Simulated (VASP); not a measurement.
Runs of VASP 6.6.1 on Sc. The structure is that of space group Fd-3m (No. 227), or close to it. The cells are those of the table. 

```tsv
task	cell	cutoff (eV)	gap on the mesh (eV)	pressure (GPa)
single point	a = 3.514 Å, angles 60.0°, 2 atoms	520	none	(a)
single point	a = 3.515 Å, angles 60.0°, 2 atoms	520	none	34.5
relaxation of cell and atoms	relaxed to 32 GPa from a = 3.790 Å, angles 60.0°, 2 atoms	600	none	32.0
relaxation of cell and atoms	relaxed to 32 GPa from a = 3.514 Å, angles 60.0°, 2 atoms	600	none	32.0
```

Alike in all rows: level PBE; potentials or basis VASP PAW PBE potentials, release 64 (Sc_sv); no spin polarisation; k mesh 12 × 12 × 12; smearing fermi-dirac 0.1 eV.

Task: Fill in the values left out.

Result: (a) 34.6.

Caveats: the cell is relaxed towards a set pressure, so the enthalpy falls and the energy may rise (some runs).

A gap of «none» marks levels without a gap at the run's occupations.
